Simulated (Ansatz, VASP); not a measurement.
## Ta: VASP beside Ansatz

Contents of INCAR:

```
PREC = Accurate
ENCUT = 520
EDIFF = 1E-6
ISMEAR = 0
SIGMA = 0.15
LREAL = False
LASPH = True
NELM = 100
ALGO = Fast
ISIF = 2
LWAVE = False
LCHARG = False
GGA = PE
NBANDS = 12
```

File KPOINTS:

```
regular mesh
0
Gamma
  22 22 22
```

File POSCAR:

```
Ta
1.0
   -1.2713336026      1.6738407664      1.6738407664
    1.6738407664     -1.2713336026      1.6738407664
    1.6738407664      1.6738407664     -1.2713336026
Ta
1
Direct
    0.0000000000      0.0000000000      0.0000000000
```

Input for Ansatz:

```yaml
crystal:
  lattice:
    - [-1.2713336026, 1.6738407664, 1.6738407664]
    - [1.6738407664, -1.2713336026, 1.6738407664]
    - [1.6738407664, 1.6738407664, -1.2713336026]
  atoms:
    - { symbol: Ta, position: [0.0, 0.0, 0.0] }
basis:
  ecutwfc: 420
kpoints:
  mp_grid: { grid: [22, 22, 22] }
hamiltonian:
  xc: pbe
scf:
  occupations: { method: gaussian, width: 0.15 }
output:
  forces: true
  stress: true
  eigenvalues: true
  write_density: true
  write_potential: true
  elf: true
  volumetric_format: npy
```

Alike in both runs: task single point; functional PBE; k mesh 22 × 22 × 22; occupations gaussian, width 0.15 eV; no spin polarisation.

```csv
,VASP,Ansatz
version,VASP 6.6.1,Ansatz 0.2.0
potentials or method,"VASP PAW PBE potentials, release 64 (Ta_pv), cutoff 520 eV","scalar-relativistic, plane waves, PAW"
valence electrons in the cell,11,13
```

|  | VASP | Ansatz | Ansatz less VASP |
| --- | --- | --- | --- |
| gap on the k mesh at the Fermi level (eV) | none | none | - |
| pressure (GPa) | 13.5 | 13.3 | -0.24 |
| traceless stress, the component that is largest in VASP (GPa) | -13.81 | -13.83 | -0.027 |

A gap of «none» marks a metal or a gap that the smearing closes. With one functional, cell and mesh, what is left measures potentials, basis and numerics. VASP's potentials hold 11 valence electrons a cell and Ansatz's 13, so a difference there can come from the potentials and not from the codes.

Spin-orbit coupling is off throughout.
